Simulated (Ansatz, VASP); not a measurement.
CuO: VASP beside Ansatz

File INCAR:

```
PREC = Accurate
ENCUT = 520
EDIFF = 1E-6
ISMEAR = -1
SIGMA = 0.05
LREAL = F
LASPH = T
NELM = 60
ALGO = Normal
ISIF = 2
LWAVE = F
LCHARG = T
GGA = B5
ALDAX = 1.0
AGGAX = 1.0
AGGAC = 1.0
ALDAC = 0.0
LELF = T
LVHAR = T
NBANDS = 16
```

Contents of KPOINTS:

```
regular mesh
0
Gamma
  10 10 10
```

POSCAR

```
CuO
1.0
    0.0000000000      2.3272527300      2.3272527300
    2.3272527300      0.0000000000      2.3272527300
    2.3272527300      2.3272527300      0.0000000000
Cu O
1 1
Direct
    0.0000000000      0.0000000000      0.0000000000
    0.2500000000      0.2500000000      0.2500000000
```

input.yaml

```yaml
crystal:
  lattice:
    - [0.0, 2.32725273, 2.32725273]
    - [2.32725273, 0.0, 2.32725273]
    - [2.32725273, 2.32725273, 0.0]
  atoms:
    - { symbol: Cu, position: [0.0, 0.0, 0.0] }
    - { symbol: O, position: [0.25, 0.25, 0.25] }
hamiltonian:
  xc: blyp
  pseudopotentials: { kind: paw }
kpoints:
  mp_grid: { grid: [10, 10, 10] }
scf:
  occupations: { method: fermi_dirac, width: 0.05 }
output:
  forces: true
  stress: true
  eigenvalues: true
```

Alike in both runs: task single point; functional BLYP; k mesh 10 × 10 × 10; occupations fermi-dirac, width 0.05 eV; no spin polarisation.

|  | VASP | Ansatz |
| --- | --- | --- |
| version | VASP 6.6.1 | Ansatz 0.2.0 |
| potentials or method | VASP PAW PBE potentials, release 64 (Cu, O) | Ansatz PAW |
| plane-wave cutoff (eV) | 520 | 420 |
| valence electrons in the cell | 17 | 25 |

Ansatz gave:

- gap on the k mesh at the Fermi level (eV): none
- pressure (GPa): -5.2

Problem. Estimate VASP's values.

Solution. gap on the k mesh at the Fermi level (eV): none; pressure (GPa): -4.9.

VASP's potentials were made for PBE, not for BLYP. A gap of «none» marks a metal or a gap that the smearing closes. VASP's potentials hold 17 valence electrons a cell and Ansatz's 25, so a difference there can come from the potentials and not from the codes.
